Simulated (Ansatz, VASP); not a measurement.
**Two plane-wave programs on TiC**

```
CELL_PARAMETERS angstrom
0.00000 2.16572 2.16572
2.16572 0.00000 2.16572
2.16572 2.16572 0.00000
ATOMIC_POSITIONS crystal
Ti 0.00000 0.00000 0.00000
C 0.50000 0.50000 0.50000
```

Alike in both runs: functional PBEsol; k mesh 10 × 10 × 10; occupations fermi-dirac, width 0.05 eV; no spin polarisation.

|  | VASP | Ansatz |
| --- | --- | --- |
| version | VASP 6.6.1 | Ansatz 0.2.0 |
| potentials or method | VASP PAW PBE potentials, release 64 (Ti_sv, C) | Ansatz PAW |
| plane-wave cutoff (eV) | 520 | 420 |
| valence electrons in the cell | 16 | 16 |
| task | single point | density of states |

Ansatz gave:

```
gap on the k mesh at the Fermi level (eV) : none
pressure (GPa)                            : -6.7
```

Problem. What did VASP give for the same quantities?

Solution. gap on the k mesh at the Fermi level (eV): none; pressure (GPa): -6.5.

VASP's potentials were made for PBE, not for PBEsol. A gap of «none» marks a metal or a gap that the smearing closes.
